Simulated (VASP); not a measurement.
Wanted: the native input for a VASP 6.6.1 run.

```
Task                   : single point
Functional             : PBE
Dispersion             : D3(BJ)
Potentials or basis    : VASP PAW PBE potentials, release 64 (Ti_sv, Te)
Cutoff                 : 520 eV
k mesh                 : 15 × 15 × 8
Occupations            : gaussian, width 0.1 eV
Spin                   : no spin polarisation
Dipole correction      : no
Further INCAR settings : ALGO = Normal; EDIFF = 1e-06; NBANDS = 19
```

The structure of TiTe2 lies in POSCAR:

```
TiTe2
1.0
    3.7770000000      0.0000000000      0.0000000000
   -1.8885000000      3.2709779501      0.0000000000
    0.0000000000      0.0000000000      6.4980000000
Ti Te
1 2
Direct
    0.0000000000      0.0000000000      0.0000000000
    0.6666666667      0.3333333333      0.2633478860
    0.3333333333      0.6666666667      0.7366521140
```

The input as run:

INCAR

```
SYSTEM = TiTe2
  PREC = Accurate
  ENCUT = 520
  EDIFF = 1E-6
  ISMEAR = 0
  SIGMA = 0.1
  LREAL = .False.
  LASPH = .True.
  NELM = 80
  ALGO = Normal
  ISIF = 2
  LWAVE = .False.
  LCHARG = .False.
  GGA = PE
  IVDW = 12
  NBANDS = 19
```

KPOINTS

```
regular mesh
0
Gamma
  15 15 8
  0 0 0
```

Potentials or basis: VASP PAW PBE potentials, release 64 (Ti_sv, Te).

Launch:

```console
$ cat potpaw_PBE.64/Ti_sv/POTCAR potpaw_PBE.64/Te/POTCAR > POTCAR
$ mpirun -np 1 vasp_std > vasp.out
```

It gave:

The pressure is -2.2 GPa. The largest force is 0.010 eV/Å. The band gap on the k mesh is zero (bands 12 and 13 overlap by 0.64 eV). The dispersion energy per atom is -0.492 eV.

Caveat: spin-orbit coupling is left out, which moves the levels of the heavy elements.

Wall time 15 min on 1 thread of AMD EPYC 7571, on a shared host, peak memory 0.38 GiB.
